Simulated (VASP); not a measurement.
Set up this calculation in VASP 6.6.1, as the native input.

| Quantity | Value |
| --- | --- |
| Task | single point |
| Functional | PBE |
| Potentials or basis | VASP PAW PBE potentials, release 64 (Al, Cu) |
| Cutoff | 520 eV |
| k mesh | 14 × 14 × 14 |
| Occupations | gaussian, width 0.15 eV |
| Spin | no spin polarisation |
| Dipole correction | no |
| Further INCAR settings | ALGO = Fast; EDIFF = 1e-06; NBANDS = 16 |

The structure of Al2Cu lies in POSCAR:

```
Al2Cu
1.0
   -1.9969049054      1.9969049054      2.7950000000
    1.9969049054     -1.9969049054      2.7950000000
    1.9969049054      1.9969049054     -2.7950000000
Al Cu
2 1
Direct
    0.7500000000      0.2500000000      0.5000000000
    0.2500000000      0.7500000000      0.5000000000
    0.5000000000      0.5000000000      0.0000000000
```

One way to write it, as run:

INCAR

```
  ALGO = Fast
  EDIFF = 1E-6
  ENCUT = 520
  GGA = PE
  ISIF = 2
  ISMEAR = 0
  LASPH = True
  LCHARG = True
  LELF = True
  LREAL = False
  LVHAR = True
  LWAVE = False
  NBANDS = 16
  NELM = 100
  PREC = Accurate
  SIGMA = 0.15
```

KPOINTS

```
k-points
0
Gamma
  14 14 14
```

Potentials or basis: VASP PAW PBE potentials, release 64 (Al, Cu).

Run with:

```bash
$ cat potpaw_PBE.64/Al/POTCAR potpaw_PBE.64/Cu/POTCAR > POTCAR
$ mpirun -np 1 vasp_std > vasp.out
```

Results of the run:

```yaml
Pressure: 9.4 GPa
Band_gap_on_the_k_mesh: zero (an odd number of electrons rules out a gap without spin polarisation)
```

Caveat: the cell stands under pressure.

Run time: 5.8 min on 1 thread of Intel(R) Xeon(R) Platinum 8375C CPU @ 2.90GHz (Ice Lake), on a shared host, peak memory 0.3 GiB.
